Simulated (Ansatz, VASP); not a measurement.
**Ga4SbN3 in VASP and in Ansatz**

The input POSCAR:

```
Ga4SbN3
1.0
   -2.4897316218      2.4897316218      4.7698295161
    2.4897316218     -2.4897316218      4.7698295161
    2.4897316218      2.4897316218     -4.7698295161
N Ga Sb
3 4 1
Direct
    0.2500000000      0.7500000000      0.5000000000
    0.5000000000      0.5000000000      0.0000000000
    0.7500000000      0.2500000000      0.5000000000
    0.8496740990      0.4338925041      0.0000000000
    0.1503259010      0.1503259010      0.5842184051
    0.4338925041      0.8496740990      0.0000000000
    0.5661074959      0.5661074959      0.4157815949
    0.0000000000      0.0000000000      0.0000000000
```

Contents of INCAR.step1:

```
PREC = Accurate
ENCUT = 520
ISMEAR = -1
SIGMA = 0.02
LREAL = False
LASPH = True
NELM = 80
NBANDS = 46
GGA = PE
ALGO = Normal
EDIFF = 1E-4
LWAVE = True
LCHARG = False
```

The input INCAR.step2:

```
PREC = Accurate
ENCUT = 520
EDIFF = 1E-6
ISMEAR = -1
SIGMA = 0.02
LREAL = False
LASPH = True
NELM = 80
ALGO = Normal
ISIF = 2
LWAVE = False
LCHARG = True
METAGGA = R2SCAN
LMIXTAU = True
LELF = True
LVHAR = True
NBANDS = 46
ISTART = 1
```

KPOINTS

```
regular mesh
0
Gamma
  8 8 8
```

Input for Ansatz:

```yaml
crystal:
  lattice:
    - [-2.4897316218, 2.4897316218, 4.7698295161]
    - [2.4897316218, -2.4897316218, 4.7698295161]
    - [2.4897316218, 2.4897316218, -4.7698295161]
  atoms:
    - { symbol: "N", position: [0.25, 0.75, 0.5] }
    - { symbol: Ga, position: [0.849674099, 0.4338925041, 0.0] }
    - { symbol: "N", position: [0.5, 0.5, 0.0] }
    - { symbol: Ga, position: [0.150325901, 0.150325901, 0.5842184051] }
    - { symbol: "N", position: [0.75, 0.25, 0.5] }
    - { symbol: Ga, position: [0.4338925041, 0.849674099, 0.0] }
    - { symbol: Sb, position: [0.0, 0.0, 0.0] }
    - { symbol: Ga, position: [0.5661074959, 0.5661074959, 0.4157815949] }
kpoints:
  mp_grid: { grid: [8, 8, 8] }
  band_path:
    path:
      - [0.0, 0.0, 0.0]
      - [0.0, 0.0, 0.5]
      - [0.25, 0.25, 0.25]
      - [0.0, 0.5, 0.0]
      - [0.5, 0.5, -0.5]
      - [0.3181144675, 0.6818855325, -0.3181144675]
      - [-0.3181144675, 0.3181144675, 0.3181144675]
      - [-0.136228935, 0.136228935, 0.5]
      - [0.5, 0.5, -0.136228935]
      - [0.0, 0.0, 0.4]
    npoints: 1
hamiltonian:
  xc: r2scan
scf:
  occupations: { method: fermi_dirac, width: 0.02 }
  n_extra_bands: 6
output:
  forces: true
  stress: true
  eigenvalues: true
  write_density: true
  write_potential: true
  elf: true
  volumetric_format: npy
```

Alike in both runs: task single point; functional r2SCAN; k mesh 8 × 8 × 8; occupations fermi-dirac, width 0.02 eV; no spin polarisation.

```csv
,VASP,Ansatz
version,VASP 6.6.1,Ansatz 0.2.0
potentials or method,"VASP PAW PBE potentials, release 64 (N, Ga_d, Sb)","plane waves, PAW"
plane-wave cutoff (eV),520,500
valence electrons in the cell,72,82
```

Ansatz gave:

```
pressure (GPa)                     : 0.0
rms of the force components (eV/Å) : 0.004
```

Which values does VASP return?

Pressure (GPa): 0.5; rms of the force components (eV/Å): 0.007.

VASP's potentials were made for PBE, not for r2SCAN. VASP's potentials hold 72 valence electrons a cell and Ansatz's 82, so a difference there can come from the potentials and not from the codes.

Neither program's run includes spin-orbit coupling.
